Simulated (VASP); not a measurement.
A run of VASP 6.6.1 is set up as follows.

File POSCAR:

```
KI
1.0
    0.0000000000      3.5245500000      3.5950410000
    3.5245500000      0.0000000000      3.5950410000
    3.5245500000      3.5245500000      0.0000000000
K I
1 1
Direct
    0.0000000000      0.0000000000      0.0000000000
    0.5000000000      0.5000000000      0.5000000000
```

INCAR.step1

```
SYSTEM = KI
PREC = Accurate
ENCUT = 520
ISMEAR = 0
SIGMA = 0.05
LREAL = .False.
LASPH = .True.
NELM = 100
NBANDS = 15
GGA = PE
ALGO = Normal
EDIFF = 1E-4
LWAVE = .True.
LCHARG = .False.
```

File INCAR.step2:

```
SYSTEM = KI
PREC = Accurate
ENCUT = 520
EDIFF = 1E-7
ISMEAR = 0
SIGMA = 0.05
LREAL = .False.
LASPH = .True.
NELM = 100
ALGO = Normal
ISIF = 2
LWAVE = .False.
LCHARG = .False.
METAGGA = R2SCAN
LMIXTAU = .True.
NBANDS = 15
ISTART = 1
```

File KPOINTS:

```
Automatic mesh
0
Gamma
  6 6 6
  0 0 0
```

Potentials or basis: VASP PAW PBE potentials, release 64 (K_sv, I).

Run with:

```sh
$ cat potpaw_PBE.64/K_sv/POTCAR potpaw_PBE.64/I/POTCAR > POTCAR
$ cp INCAR.step1 INCAR
$ mpirun -np 1 vasp_std > vasp.out
$ cp INCAR.step2 INCAR
$ mpirun -np 1 vasp_std > vasp.out
```

(1) What does it give for the pressure?

(2) Predict the band gap on the k mesh.

## Answers

(1) 0.0 GPa.

(2) 4.57 eV.

Caveat: the cell differs from its parent crystal (strain +0.0200 x Voigt [0, 0, 1, 0, 0, 0]); the PAW data sets were made with another functional, which shifts forces and pressure a little; spin-orbit coupling is left out, which moves the levels of the heavy elements.
